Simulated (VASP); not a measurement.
Crystal: Bi.

```xyz
1
Lattice="-1.9814 1.9814 1.9814 1.9814 -1.9814 1.9814 1.9814 1.9814 -1.9814" Properties=species:S:1:pos:R:3 pbc="T T T"
Bi    0.0000    0.0000    0.0000
```

| Item | Value |
| --- | --- |
| Program | VASP 6.6.1 |
| Task | relaxation of cell and atoms |
| Functional | PBEsol |
| Dispersion | D3(BJ) |
| Potentials or basis | VASP PAW PBE potentials, release 64 (Bi_d) |
| Cutoff | 600 eV |
| k mesh | 9 × 9 × 9 |
| Occupations | fermi-dirac, width 0.05 eV |
| Spin | no spin polarisation |

At the start: pressure -4.8 GPa; volume 31.12 Å³/atom.

Q: How do energy, volume and symmetry change on relaxing?

A: Over 3 steps the energy falls by 41.6 meV/atom and the volume is 28.54 Å³/atom (-8.3 %); space group Im-3m (No. 229, to 0.05 Å).

Step by step:
| step | energy change (eV) | largest force (eV/Å) | pressure (GPa) | volume (Å³) |
| --- | --- | --- | --- | --- |
| 1 | 0.0000 | 0.0000 | -4.81 | 31.12 |
| 2 | -0.0256 | 0.0000 | 3.80 | 27.10 |
| 3 | -0.0416 | 0.0000 | 0.03 | 28.54 |

Final structure:
```xyz
1
Lattice="-1.9251 1.9251 1.9251 1.9251 -1.9251 1.9251 1.9251 1.9251 -1.9251" Properties=species:S:1:pos:R:3 pbc="T T T"
Bi    0.0000    0.0000    0.0000
```

Caveat: the PAW data sets were made with another functional, which shifts forces and pressure a little; pairwise dispersion overbinds metals, which lowers pressure and volume.
